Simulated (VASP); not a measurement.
Write the native input for VASP 6.6.1 that does the following.

```
Task                   : single point
Functional             : PBE
Potentials or basis    : VASP PAW PBE potentials, release 64 (Na_pv, Cl)
Cutoff                 : 520 eV
k mesh                 : 8 × 8 × 8
Occupations            : fermi-dirac, width 0.02 eV
Spin                   : no spin polarisation
Dipole correction      : no
Further INCAR settings : ALGO = Normal; EDIFF = 1e-06; NBANDS = 14
```

The structure of NaCl lies in POSCAR:

```
NaCl
1.0
    0.0000000000      2.7606583272      2.8237190504
    2.7606583272      0.0000000000      2.8237190504
    2.7606583272      2.7606583272      0.0000000000
Na Cl
1 1
Direct
    0.0000000000      0.0000000000      0.0000000000
    0.5000000000      0.5000000000      0.5000000000
```

This cell differs from its parent crystal: epitaxial xy strain -1.5%.

These files were run (other wordings do the same):

INCAR

```
SYSTEM = NaCl
PREC     = Accurate       ! precision mode
ENCUT    = 520            ! plane-wave cutoff, eV
EDIFF    = 1E-6           ! SCF threshold, eV
ISMEAR   = -1             ! smearing method
SIGMA    = 0.02           ! smearing width, eV
LREAL    = .FALSE.        ! projectors in reciprocal space
LASPH    = .TRUE.         ! aspherical terms in the spheres
NELM     = 60             ! most SCF steps
ALGO     = Normal         ! electronic algorithm
ISIF     = 2              ! what is computed and relaxed
LWAVE    = .FALSE.        ! write WAVECAR
LCHARG   = .FALSE.        ! write CHGCAR
GGA      = PE             ! functional
NBANDS   = 14             ! bands
```

KPOINTS

```
regular mesh
0
G
  8 8 8
  0 0 0
```

Potentials or basis: VASP PAW PBE potentials, release 64 (Na_pv, Cl).

Run with:

```sh
$ cat potpaw_PBE.64/Na_pv/POTCAR potpaw_PBE.64/Cl/POTCAR > POTCAR
$ mpirun -np 1 vasp_std > vasp.out
```

Results of the run:

```json
{
  "Pressure": "2.0 GPa",
  "Band gap on the k mesh": "5.26 eV, direct"
}
```

Caveat: the cell differs from its parent crystal (epitaxial xy strain -1.5%).

Run time: 57 s on 1 thread of AMD EPYC 7R13 (shared host), peak memory 0.15 GiB.
